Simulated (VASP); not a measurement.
# HgTe: single point with PBE

HgTe:

```
Hg Te
1.0
     0.00000    3.23421    3.23421
     3.23421    0.00000    3.23421
     3.23421    3.23421    0.00000
Hg Te
1 1
Direct
  0.00000 0.00000 0.00000
  0.75000 0.75000 0.75000
```

```
Program                : VASP 6.6.1
Task                   : single point
Functional             : PBE
Potentials or basis    : VASP PAW PBE potentials, release 64 (Hg, Te)
Cutoff                 : 520 eV
k mesh                 : 11 × 11 × 11
Occupations            : fermi-dirac, width 0.03 eV
Spin                   : no spin polarisation
Dipole correction      : no
Further INCAR settings : ALGO = Normal; EDIFF = 1e-06; NBANDS = 16
```

| Item | Value |
| --- | --- |
| Pressure | 3.6 GPa |
| Band gap on the k mesh | zero (filled and empty bands touch) |

Levels at points of the mesh, in eV from the Fermi level:
| k point | band 6 | band 7 | band 8 | band 9 | band 10 | band 11 | band 12 | band 13 |
| --- | --- | --- | --- | --- | --- | --- | --- | --- |
| (0.00, 0.00, 0.00) | -6.85 | -0.76 | -0.03 | -0.03 | -0.03 | 4.20 | 4.20 | 4.20 |

It took 83 s on 1 thread of Intel Xeon 8259CL, with other jobs on the host, peak memory 0.24 GiB.

Caveat: the cell stands under pressure; semilocal functionals underestimate gaps, so a narrow gap can read as zero; spin-orbit coupling is left out, which moves the levels of the heavy elements.
